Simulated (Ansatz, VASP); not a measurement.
# Two plane-wave programs on NiPt5

```
Ni Pt
1.0
     2.77390    0.00000    0.00000
     0.00000    2.77390    0.00000
     0.00000    0.00000   11.76867
Ni Pt
1 5
Direct
  0.00000 0.00000 0.50000
  0.00000 0.00000 0.83333
  0.50000 0.50000 0.00000
  0.00000 0.00000 0.16667
  0.50000 0.50000 0.33333
  0.50000 0.50000 0.66667
```

Alike in both runs: task single point; functional PBE; k mesh 6 × 6 × 2; occupations gaussian, width 0.1 eV; collinear spin.

|  | VASP | Ansatz |
| --- | --- | --- |
| version | VASP 6.6.1 | Ansatz 0.2.0 |
| potentials or method | VASP PAW PBE potentials, release 64 (Ni, Pt), cutoff 520 eV | scalar-relativistic, plane waves, PAW |
| valence electrons in the cell | 60 | 108 |

|  | VASP | Ansatz | Ansatz less VASP |
| --- | --- | --- | --- |
| gap on the k mesh at the Fermi level (eV) | none | none | - |
| pressure (GPa) | -0.8 | -0.4 | +0.38 |
| traceless stress, the component that is largest in VASP (GPa) | -0.54 | -0.54 | +0.006 |
| rms of the force components (eV/Å) | 0.482 | 0.491 | +0.0095 |
| net moment per atom (μB) | 0.29 | 0.30 | +0.009 |
| size of the moment on the site where the two differ most (μB) | 0.79 | 0.83 | +0.040 |

Site moments also hang on the region over which each program counts them. Atom by atom the forces differ by 0.010 eV/Å (rms over components). A gap of «none» marks a metal or a gap that the smearing closes. VASP's potentials hold 60 valence electrons a cell and Ansatz's 108, so a difference there can come from the potentials and not from the codes.

The k mesh is coarse, so the values compare programs but aren't converged. Neither program's run includes spin-orbit coupling.
